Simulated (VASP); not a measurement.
The system is MgH2.

```
CELL_PARAMETERS angstrom
4.51786 0.00000 0.00000
0.00000 4.51786 0.00000
0.00000 0.00000 3.01207
ATOMIC_POSITIONS crystal
Mg 0.00000 0.00000 0.00000
Mg 0.50000 0.50000 0.50000
H 0.30444 0.30444 0.00000
H 0.19556 0.80444 0.50000
H 0.69556 0.69556 0.00000
H 0.80444 0.19556 0.50000
```

| Quantity | Value |
| --- | --- |
| Program | VASP 6.6.1 |
| Task | relaxation of cell and atoms |
| Functional | LDA |
| Potentials or basis | VASP PAW LDA potentials, release 64 (Mg, H) |
| Cutoff | 600 eV |
| k mesh | 6 × 6 × 8 |
| Occupations | gaussian, width 0.02 eV |
| Spin | no spin polarisation |

At the start: pressure -3.0 GPa; volume 10.25 Å³/atom.

How do energy, volume and symmetry change on relaxing?

Over 8 steps the energy falls by 5.9 meV/atom and the volume is 9.65 Å³/atom (-5.9 %); space group P4_2/mnm (No. 136, to 0.05 Å).

The path:
```
step  energy change (eV)  largest force (eV/Å)  pressure (GPa)  volume (Å³)
   1              0.0000                0.0035           -3.02        61.48
   2             -0.0249                0.0081           -1.63        59.78
   3             -0.0338                0.0207           -0.14        58.17
   4             -0.0338                0.0217           -0.02        58.05
   5             -0.0346                0.0086           -0.01        57.99
   6             -0.0351                0.0140            0.01        57.87
   7             -0.0352                0.0087            0.00        57.88
   8             -0.0352                0.0006           -0.01        57.88
```

Final structure:
```
Mg H
1.0
     4.41492    0.00000    0.00000
     0.00000    4.41492    0.00000
     0.00000    0.00000    2.96959
Mg H
2 4
Direct
  0.00000 0.00000 0.00000
  0.50000 0.50000 0.50000
  0.30434 0.30434 0.00000
  0.19566 0.80434 0.50000
  0.69566 0.69566 0.00000
  0.80434 0.19566 0.50000
```
